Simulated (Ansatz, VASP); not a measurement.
# One calculation of HPt6, two programs

```xyz
14
Lattice="5.6143 0.0000 0.0000 -2.8072 4.8622 0.0000 0.0000 0.0000 22.6193" Properties=species:S:1:pos:R:3 pbc="T T T"
Pt    1.4036    0.8104    4.0000
Pt    0.0000    3.2414    4.0000
Pt    4.2107    0.8104    4.0000
Pt    2.8072    3.2414    4.0000
Pt    0.0000    1.6207    6.3097
Pt   -1.4036    4.0518    6.3097
Pt    2.8072    1.6207    6.3097
Pt    1.4036    4.0518    6.3097
Pt    0.0000    0.0000    8.6193
Pt   -1.4036    2.4311    8.6193
Pt    2.8072    0.0000    8.6193
Pt    1.4036    2.4311    8.6193
H     0.0000    1.9716    9.0693
H     0.0000    2.8906    9.0693
```

Alike in both runs: task single point; functional PBE; k mesh 6 × 6 × 1; occupations gaussian, width 0.1 eV; no spin polarisation.

|  | VASP | Ansatz |
| --- | --- | --- |
| version | VASP 6.6.1 | Ansatz 0.2.0 |
| potentials or method | VASP PAW PBE potentials, release 64 (Pt, H), cutoff 520 eV | scalar-relativistic, plane waves, PAW |
| valence electrons in the cell | 122 | 218 |

Ansatz gave:

* gap on the k mesh at the Fermi level (eV): none
* rms of the force components (eV/Å): 1.859

What did VASP give for the same quantities?

gap on the k mesh at the Fermi level (eV): none; rms of the force components (eV/Å): 1.905.

Atom by atom the forces differ by 0.048 eV/Å (rms over components). A gap of «none» marks a metal or a gap that the smearing closes. VASP's potentials hold 122 valence electrons a cell and Ansatz's 218, so a difference there can come from the potentials and not from the codes.

Spin-orbit coupling is off throughout.
